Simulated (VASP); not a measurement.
GaSb (zincblende type): single point with PBE

Crystal: GaSb (zincblende type).

```xyz
2
Lattice="0.0000 3.1081 3.1081 3.1081 0.0000 3.1081 3.1081 3.1081 0.0000" Properties=species:S:1:pos:R:3 pbc="T T T"
Ga    0.0000    0.0000    0.0000
Sb    1.5540    1.5540    1.5540
```

- Program: VASP 6.6.1
- Task: single point
- Functional: PBE
- Potentials or basis: VASP PAW PBE potentials, release 64 (Ga_d, Sb)
- Cutoff: 520 eV
- k mesh: 9 × 9 × 9
- Occupations: fermi-dirac, width 0.08 eV
- Spin: non-collinear spin, zero start, spin-orbit coupling
- Starting moments: [[0.0, 0.0, 0.0], [0.0, 0.0, 0.0]] μB
- Dipole correction: no
- Further INCAR settings: ALGO = Normal; EDIFF = 1e-07; NBANDS = 30

- Pressure: 0.1 GPa
- Net moment: 0.00 μB per cell
- Valence electrons inside the program's atomic spheres: Ga 11.59; Sb 2.47

Moments on the atoms (μB; x, y, z):
```
Ga  0.00 0.00 0.00
Sb  0.00 0.00 0.00
```

Wall time 8.6 min on 1 thread of AMD EPYC 7R13, on a shared host, peak memory 0.43 GiB.
